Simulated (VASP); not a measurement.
The system is TaHg.

```xyz
4
Lattice="3.3238 0.0000 0.0000 -1.6619 2.8785 0.0000 0.0000 0.0000 9.7730" Properties=species:S:1:pos:R:3 pbc="T T T"
Ta    0.0000    1.9190    3.6979
Ta    1.6619    0.9595    6.0751
Hg    0.0000    1.9190    8.5186
Hg    1.6619    0.9595    1.2545
```

The cell was generated, and may not be a known phase.

- Program: VASP 6.6.1
- Task: relaxation of cell and atoms
- Functional: PBE
- Potentials or basis: VASP PAW PBE potentials, release 64 (Ta_sv_GW, Hg_sv_GW)
- Cutoff: 550 eV
- k mesh: 6 × 6 × 2
- Occupations: gaussian, width 0.1 eV
- Spin: no spin polarisation

At the start: pressure -14.2 GPa; volume 23.38 Å³/atom.

Question: Where does the relaxation end?

Answer: Over 14 steps the energy falls by 208.4 meV/atom and the volume is 20.14 Å³/atom (-13.8 %); space group P-3m1 (No. 164, to 0.1 Å) before and after.

Step by step:
| step | energy change (eV) | largest force (eV/Å) | pressure (GPa) | volume (Å³) |
| --- | --- | --- | --- | --- |
| 1 | 0.0000 | 1.0894 | -14.23 | 93.50 |
| 2 | 0.3882 | 0.9863 | 33.96 | 68.10 |
| 3 | -0.7158 | 0.3364 | -0.04 | 80.73 |
| 4 | -0.7168 | 0.3114 | 0.54 | 80.38 |
| 5 | -0.7168 | 0.2927 | 0.97 | 80.13 |
| 6 | -0.7971 | 0.2739 | 0.90 | 80.04 |
| 7 | -0.8187 | 0.2942 | 1.28 | 79.87 |
| 8 | -0.8195 | 0.2921 | 1.19 | 79.90 |
| 9 | -0.8239 | 0.1727 | -1.95 | 81.71 |
| 10 | -0.8279 | 0.2167 | -0.70 | 80.97 |
| 11 | -0.8333 | 0.0568 | -0.07 | 80.56 |
| 12 | -0.8334 | 0.0477 | 0.09 | 80.48 |
| 13 | -0.8334 | 0.0451 | 0.06 | 80.49 |
| 14 | -0.8337 | 0.0352 | 0.00 | 80.56 |

Final structure:
```
Ta Hg
1.0
     3.06644    0.00000    0.00000
    -1.53322    2.65561    0.00000
     0.00000    0.00000    9.89302
Ta Hg
2 2
Cartesian
  0.0000 1.7704 3.7861
  1.5332 0.8852 6.1069
  0.0000 1.7704 8.5638
  1.5332 0.8852 1.3292
```

Caveat: the k points lie up to 0.39 Å⁻¹ apart in the final cell.
